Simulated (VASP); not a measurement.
# PtSe2 (Ibam) in VASP: single point with PBEsol

Aim: the single point of PtSe2 with PBEsol.

All numbers are computed with VASP 6.6.1; they aren't measurements. Logs are shortened: lines on timing, memory, paths and dates and some standing lists are left out, and cuts for length are marked.

## Step 1: The cell of the first run

Symmetry: Ibam, No. 72, orthorhombic system. The conventional cell has a = 5.316 Å, b = 8.624 Å, c = 5.445 Å, α = 90.00°, β = 90.00°, γ = 90.00°. Within 3.3 Å of Pt (site symmetry 222) lie 4 Se at 2.47 Å and 2 Pt at 2.72 Å. Se (site symmetry m) has 4 Pt at 2.47 to 3.68 Å and 9 Se at 2.65 to 3.68 Å within 3.7 Å.

## Step 2: Single point, PBEsol

The input, INCAR:

```
ALGO     = Normal         # electronic algorithm
EDIFF    = 1E-6           # SCF threshold, eV
ENCUT    = 520            # plane-wave cutoff, eV
GGA      = PS             # functional
ISIF     = 2              # what is computed and relaxed
ISMEAR   = -1             # smearing method
LASPH    = True           # aspherical terms in the spheres
LCHARG   = False          # write CHGCAR
LREAL    = False          # projectors in reciprocal space
LWAVE    = False          # write WAVECAR
NBANDS   = 31             # bands
NELM     = 80             # most SCF steps
PREC     = Accurate       # precision mode
SIGMA    = 0.03           # smearing width, eV
```

The input, KPOINTS:

```
k-points
0
Gamma
  6 6 6
```

The input, POSCAR:

```
PtSe2
1.0
   -2.6581185846      4.3118212244      2.7223035453
    2.6581185846     -4.3118212244      2.7223035453
    2.6581185846      4.3118212244     -2.7223035453
Pt Se
2 4
Direct
    0.7500000000      0.7500000000      0.0000000000
    0.2500000000      0.2500000000      0.0000000000
    0.8832859836      0.6616939362      0.5449799198
    0.1167140164      0.3383060638      0.4550200802
    0.6167140164      0.1616939362      0.7784079526
    0.3832859836      0.8383060638      0.2215920474
```

Potentials or basis: VASP PAW PBE potentials, release 64 (Pt, Se).

The run is started by

```sh
$ cat potpaw_PBE.64/Pt/POTCAR potpaw_PBE.64/Se/POTCAR > POTCAR
$ mpirun -np 1 vasp_std > vasp.out
```

OUTCAR:

```text
EDIFF = 1E-6
   ENCUT = 520
   GGA = PS
   ISIF = 2
   ISMEAR = -1
   LASPH = True
   LREAL = False
   NELM = 80
   PREC = Accurate

 ion  position               nearest neighbor table
   1  0.750  0.750  0.000-   5 2.47   4 2.47   3 2.47   6 2.47   2 2.72   2 2.72
   2  0.250  0.250  0.000-   6 2.47   3 2.47   4 2.47   5 2.47   1 2.72   1 2.72
   3  0.883  0.662  0.545-   2 2.47   1 2.47   4 2.65
   4  0.117  0.338  0.455-   1 2.47   2 2.47   3 2.65
   5  0.617  0.162  0.778-   1 2.47   2 2.47   6 2.65
   6  0.383  0.838  0.222-   2 2.47   1 2.47   5 2.65

  LATTYP: Found a body centered orthorhombic cell.
 ALAT       =     5.3162371692
 B/A-ratio  =     1.0241467635
 C/A-ratio  =     1.6221327556

  Lattice vectors:

 A1 = (  -2.6581185846,   4.3118212244,  -2.7223035453)
 A2 = (   2.6581185846,   4.3118212244,   2.7223035453)
 A3 = (   2.6581185846,  -4.3118212244,  -2.7223035453)

Analysis of symmetry for initial positions (statically):
=====================================================================
 Subroutine PRICEL returns:
 Original cell was already a primitive cell.

 Routine SETGRP: Setting up the symmetry group for a
 body centered orthorhombic supercell.

 Subroutine GETGRP returns: Found  8 space group operations
 (whereof  4 operations were pure point group operations)
 out of a pool of  8 trial point group operations.

The static configuration has the point symmetry C_2h.
 The point group associated with its full space group is D_2h.

Analysis of symmetry for dynamics (positions and initial velocities):
=====================================================================
 Subroutine PRICEL returns:
 Original cell was already a primitive cell.

 Routine SETGRP: Setting up the symmetry group for a
 body centered orthorhombic supercell.

 Subroutine GETGRP returns: Found  8 space group operations
 (whereof  4 operations were pure point group operations)
 out of a pool of  8 trial point group operations.

The dynamic configuration has the point symmetry C_2h.
 The point group associated with its full space group is D_2h.

 Subroutine INISYM returns: Found  8 space group operations
 (whereof  4 operations are pure point group operations),
 and found     1 'primitive' translations

----------------------------------------------------------------------------------------

                                     Primitive cell

  volume of cell :     124.8049

  direct lattice vectors                    reciprocal lattice vectors
    -2.658118585  4.311821224  2.722303545     0.000000000  0.115960281  0.183667983
     2.658118585 -4.311821224  2.722303545     0.188102970  0.000000000  0.183667983
     2.658118585  4.311821224 -2.722303545     0.188102970  0.115960281  0.000000000

  length of vectors
     5.750507219  5.750507219  5.750507219     0.217211221  0.262900466  0.220974012

  position of ions in fractional coordinates (direct lattice)
     0.750000000  0.750000000  0.000000000
     0.250000000  0.250000000  0.000000000
     0.883285984  0.661693936  0.544979920
     0.116714016  0.338306064  0.455020080
     0.616714016  0.161693936  0.778407953
     0.383285984  0.838306064  0.221592047

  ion indices of the primitive-cell ions
   primitive index   ion index
                 1           1
                 2           2
                 3           3
                 4           4
                 5           5
                 6           6

----------------------------------------------------------------------------------------

 KPOINTS: k-points

Automatic generation of k-mesh.
 Grid dimensions read from file:
 generate k-points for:    6    6    6

 Generating k-lattice:

  Cartesian coordinates                     Fractional coordinates (reciprocal lattice)
     0.000000000  0.019326713  0.030611330     0.166666667  0.000000000  0.000000000
     0.031350495  0.000000000  0.030611330    -0.000000000  0.166666667  0.000000000
     0.031350495  0.019326713  0.000000000    -0.000000000  0.000000000  0.166666667

  Length of vectors
     0.036201870  0.043816744  0.036829002

  Shift w.r.t. Gamma in fractional coordinates (k-lattice)
     0.000000000  0.000000000  0.000000000

 Subroutine IBZKPT returns following result:
 ===========================================

 Found     46 irreducible k-points:

 Following reciprocal coordinates:
            Coordinates               Weight
  0.000000  0.000000  0.000000      1.000000
  0.166667  0.000000  0.000000      4.000000
  0.333333  0.000000  0.000000      4.000000
  0.500000  0.000000 -0.000000      2.000000
 -0.000000  0.166667  0.000000      4.000000
  0.166667  0.166667  0.000000      8.000000
[... 16 lines left out ...]
 -0.166667  0.166667  0.166667      2.000000
  0.166667  0.333333  0.166667      4.000000
 [... further k-points ...]
   k-points           NKPTS =     46   k-points in BZ     NKDIM =     46   number of bands    NBANDS=     31
   number of dos      NEDOS =    301   number of ions     NIONS =      6
   total plane-waves  NPLWV = 110592
   dimension x,y,z NGX =    48 NGY =   48 NGZ =   48
   dimension x,y,z NGXF=    96 NGYF=   96 NGZF=   96
   ions per type =               2   4
   NGX,Y,Z   is equivalent  to a cutoff of  13.88, 13.88, 13.88 a.u.
   NGXF,Y,Z  is equivalent  to a cutoff of  27.75, 27.75, 27.75 a.u.
 SYSTEM =  unknown system
   PREC   = accura    normal or accurate (medium, high low for compatibility)
   ISTART =      0    job   : 0-new  1-cont  2-samecut
   ICHARG =      2    charge: 1-file 2-atom 10-const
   ISPIN  =      1    spin polarized calculation?
   LNONCOLLINEAR =      F non collinear calculations
   LSORBIT =      F    spin-orbit coupling
   LASPH  =      T    aspherical Exc in radial PAW
   ENCUT  =  520.0 eV  38.22 Ry    6.18 a.u.  10.69 10.69 10.69*2*pi/ulx,y,z
   NELM   =     80;   NELMIN=  2; NELMDL= -5     # of ELM steps
   EDIFF  = 0.1E-05   stopping-criterion for ELM
   LREAL  =      F    real-space projection
   EDIFFG = 0.1E-04   stopping-criterion for IOM
   NSW    =      0    number of steps for IOM
   IBRION =     -1    ionic relax: 0-MD 1-quasi-New 2-CG
   NFREE  =      0    steps in history (QN), initial steepest desc. (CG)
   ISIF   =      2    stress and relaxation
   ISYM   =      2    0-nonsym 1-usesym 2-fastsym
   POTIM  = 0.5000    time-step for ionic-motion
   TEBEG  =    0.0;   TEEND  =   0.0 temperature during run
   PSTRESS=    0.0 pullay stress
   NELECT =      44.0000    total number of electrons
   NUPDOWN=      -1.0000    fix difference up-down
   EMIN   =  10.00;   EMAX   =-10.00  energy-range for DOS
   EFERMI =   0.00;   METHOD = LEGACY
   ISMEAR =    -1;   SIGMA  =   0.03  broadening in eV -4-tet -1-fermi 0-gaus
   EFERMI_NEDOS =   21; number of points for ismear=-14 and -15
   IALGO  =     38    algorithm
   IMIX   =      4    mixing-type and parameters
     AMIX     =   0.40;   BMIX     =  1.00
     AMIX_MAG =   1.60;   BMIX_MAG =  1.00
  volume/ion in A,a.u.               =      20.80       140.37
  Fermi-wavevector in a.u.,A,eV,Ry     =   1.156508  2.185483 18.197928  1.337510
  Thomas-Fermi vector in A             =   2.293127
   LORBIT       =      0    0 simple, 1 ext, 2 COOP (PROOUT), +10 PAW based schemes
   GGA     = PS    functional components
   LHFCALC =     F    Hartree Fock is set to
   AEXX    =    0.0000 exact exchange contribution
   IVDW    =     0    specifies the selected vdW correction
   LEPSILON=     F    determine dielectric tensor
   LRPA    =     F    only Hartree local field effects (RPA)
 non-spin polarized calculation
  energy-cutoff  :      520.00
  volume of cell :      124.80
 maximum number of plane-waves:      3384
 NGX is ok and might be reduce to    48
   NGX = 21   NGY = 21   NGZ = 21

 number of electron      44.0000001 magnetization

 Free energy of the ion-electron system (eV)
  ---------------------------------------------------
  ext. energy  EPLUGINS =         0.00000000
  ---------------------------------------------------
  free energy    TOTEN  =       -28.71688385 eV

  energy without entropy =      -28.70055920  energy(sigma->0) =      -28.70872153

 E-fermi :   6.0233     XC(G=0): -10.7635

 val. band max:        6.0228969388   @ k =   0.5000   0.1667   0.0000
 cond. band min:       6.0252634386   @ k =   0.3333   0.5000   0.0000
 fundamental gap:      0.0023664998
 Fermi energy:         6.0232617420

 k-point     1 :       0.0000    0.0000    0.0000
  band No.  band energies     occupation
      1      -9.8338      2.00000
      2      -7.6467      2.00000
      3      -6.9389      2.00000
      4      -6.9333      2.00000
      5      -1.2631      2.00000
      6      -0.7413      2.00000
[... 23 lines left out ...]
     30      11.7969      0.00000
     31      14.2082      0.00000

 k-point     2 :       0.1667    0.0000    0.0000
  band No.  band energies     occupation
      1      -9.7046      2.00000
      2      -7.8013      2.00000
      3      -6.9816      2.00000
      4      -6.9653      2.00000
      5      -1.0867      2.00000
      6      -0.8176      2.00000
[... 23 lines left out ...]
     30      12.0751      0.00000
     31      13.9255      0.00000

 k-point     3 :       0.3333    0.0000    0.0000
  band No.  band energies     occupation
      1      -9.3382      2.00000
      2      -8.2316      2.00000
      3      -7.0538      2.00000
      4      -7.0323      2.00000
      5      -0.7032      2.00000
      6      -0.6699      2.00000
[... 23 lines left out ...]
     30      12.7754      0.00000
     31      13.3974      0.00000

 k-point     4 :       0.5000    0.0000   -0.0000
  band No.  band energies     occupation
      1      -8.8037      2.00000
      2      -8.8037      2.00000
      3      -7.0754      2.00000
      4      -7.0754      2.00000
      5      -0.4300      2.00000
      6      -0.4300      2.00000
[... 23 lines left out ...]
     30      12.3666      0.00000
     31      13.1991      0.00000

 k-point     5 :      -0.0000    0.1667    0.0000
  band No.  band energies     occupation
      1      -9.6325      2.00000
      2      -7.8319      2.00000
      3      -7.0967      2.00000
      4      -6.9469      2.00000
      5      -1.0941      2.00000
      6      -0.8184      2.00000
[... 23 lines left out ...]
     30      12.2960      0.00000
     31      13.8171      0.00000
[... 542 lines left out ...]
     30      11.9755      0.00000
     31      13.2448      0.00000

 k-point    22 :       0.3333    0.1667    0.1667
  band No.  band energies     occupation
      1      -8.6379      2.00000
      2      -8.6379      2.00000
      3      -7.2734      2.00000
      4      -7.2734      2.00000
      5      -0.5731      2.00000
      6      -0.5731      2.00000
[... 23 lines left out ...]
     30      11.6010      0.00000
     31      13.5951      0.00000

 k-point    23 :      -0.1667    0.1667    0.1667
  band No.  band energies     occupation
      1      -9.4520      2.00000
      2      -7.8420      2.00000
      3      -7.3562      2.00000
      4      -7.0198      2.00000
      5      -1.2244      2.00000
      6      -0.0863      2.00000
[... 23 lines left out ...]
     30      12.1287      0.00000
     31      13.5402      0.00000

 k-point    24 :       0.1667    0.3333    0.1667
  band No.  band energies     occupation
      1      -8.5719      2.00000
      2      -8.5719      2.00000
      3      -7.3491      2.00000
      4      -7.3491      2.00000
      5      -0.7122      2.00000
      6      -0.7122      2.00000
[... 23 lines left out ...]
     30      11.3424      0.00000
     31      14.1777      0.00000

 [... further k-points ...]

------------------------ aborting loop because EDIFF is reached ----------------------------------------

  FORCE on cell =-STRESS in cart. coord.  units (eV):
  Direction    XX          YY          ZZ          XY          YZ          ZX
  --------------------------------------------------------------------------------------
  -------------------------------------------------------------------------------------
  Total        0.1460213      0.0769799      0.0616979      0.0000000      0.0000000      0.0000000
  in kB        1.8745418      0.9882255      0.7920442      0.0000000      0.0000000      0.0000000
  external PRESSURE =       1.2182705 kB  Pullay stress =       0.0000000 kB

 VOLUME and BASIS-vectors are now :
 -----------------------------------------------------------------------------
  energy-cutoff  :      520.00
  volume of cell :      124.80
      direct lattice vectors                 reciprocal lattice vectors
    -2.658118585  4.311821224  2.722303545     0.000000000  0.115960281  0.183667983
     2.658118585 -4.311821224  2.722303545     0.188102970  0.000000000  0.183667983
     2.658118585  4.311821224 -2.722303545     0.188102970  0.115960281  0.000000000

 POSITION                                       TOTAL-FORCE (eV/Angst)
 -----------------------------------------------------------------------------------
      0.00000      0.00000      4.08346        -0.000000      0.000000      0.000000
      0.00000      0.00000      1.36115        -0.000000      0.000000      0.000000
      0.85960      3.30532      2.72230        -0.014139     -0.018401      0.000000
      1.79852      1.00650     -0.00000         0.014139      0.018401     -0.000000
      0.85960      5.31832      0.00000        -0.014139      0.018401      0.000000
      1.79852     -1.00650      2.72230         0.014139     -0.018401      0.000000
 -----------------------------------------------------------------------------------
    total drift:                               -0.000000      0.000000     -0.000000

  FREE ENERGIE OF THE ION-ELECTRON SYSTEM (eV)
  ---------------------------------------------------
  free  energy   TOTEN  =       -28.7168838530 eV

  energy  without entropy=      -28.7005591988  energy(sigma->0) =      -28.70872153
```

It took 5.8 min on 1 thread of AMD EPYC 7R43 (Zen 3), shared host; peak memory 0.36 GiB.

Results:

```yaml
Free_energy: -28.7169 eV
Pressure: 0.1 GPa
Largest_force: 0.023 eV/Å
Band_gap_on_the_k_mesh: zero (bands 22 and 23 overlap by 1.30 eV)
```

Forces on the atoms (eV/Å):
```
Pt   0.000  0.000  0.000
Pt   0.000  0.000  0.000
Se  -0.014 -0.018  0.000
Se   0.014  0.018  0.000
Se  -0.014  0.018  0.000
Se   0.014 -0.018  0.000
```

Caveat: the PAW data sets were made with another functional, which shifts forces and pressure a little; spin-orbit coupling is left out, which moves the levels of the heavy elements.
